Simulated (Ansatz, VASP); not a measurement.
MgSe in VASP and in Ansatz

The input INCAR:

```
SYSTEM = MgSe
PREC = Accurate
ENCUT = 600
EDIFF = 1E-6
ISMEAR = 0
SIGMA = 0.05
LREAL = .FALSE.
LASPH = .TRUE.
NELM = 120
ALGO = Normal
ISIF = 2
LWAVE = .FALSE.
LCHARG = .TRUE.
GGA = B5
ALDAX = 1.0
AGGAX = 1.0
AGGAC = 1.0
ALDAC = 0.0
IVDW = 12
VDW_S6 = 1.0
VDW_S8 = 2.6996
VDW_A1 = 0.4298
VDW_A2 = 4.2359
LELF = .TRUE.
LVHAR = .TRUE.
NBANDS = 11
GGA_COMPAT = .FALSE.
```

The input KPOINTS:

```
regular mesh
0
G
  8 8 8
  0 0 0
```

File POSCAR:

```
MgSe
1.0
    0.0000000000      2.6928722014      2.6928722014
    2.6928722014      0.0000000000      2.6928722014
    2.6928722014      2.6928722014      0.0000000000
Mg Se
1 1
Direct
    0.0000000000      0.0000000000      0.0000000000
    0.5000000000      0.5000000000      0.5000000000
```

Input for Ansatz:

```yaml
crystal:
  lattice:
    - [0.0, 2.6928722014, 2.6928722014]
    - [2.6928722014, 0.0, 2.6928722014]
    - [2.6928722014, 2.6928722014, 0.0]
  atoms:
    - { symbol: Mg, position: [0.0, 0.0, 0.0] }
    - { symbol: Se, position: [0.5, 0.5, 0.5] }
basis:
  ecutwfc: 420
  ecutrho_ratio: 4
kpoints:
  mp_grid: { grid: [8, 8, 8] }
hamiltonian:
  xc: blyp
  dispersion: d3bj
scf:
  occupations: { method: gaussian, width: 0.05 }
output:
  forces: true
  stress: true
  eigenvalues: true
```

Alike in both runs: task single point; functional BLYP; dispersion D3(BJ); k mesh 8 × 8 × 8; occupations gaussian, width 0.05 eV; no spin polarisation.

```csv
,VASP,Ansatz
version,VASP 6.6.1,Ansatz 0.2.0
potentials or method,"VASP PAW PBE potentials, release 64 (Mg, Se), cutoff 600 eV","scalar-relativistic, plane waves, PAW"
valence electrons in the cell,8,26
```

```tsv
	VASP	Ansatz	Ansatz less VASP
gap on the k mesh at the Fermi level (eV)	1.93	1.95	+0.019
least direct gap on the mesh (eV)	3.03	3.00	-0.024
pressure (GPa)	0.1	0.0	-0.07
```

VASP's potentials were made for PBE, not for BLYP. VASP's potentials hold 8 valence electrons a cell and Ansatz's 26, so a difference there can come from the potentials and not from the codes.
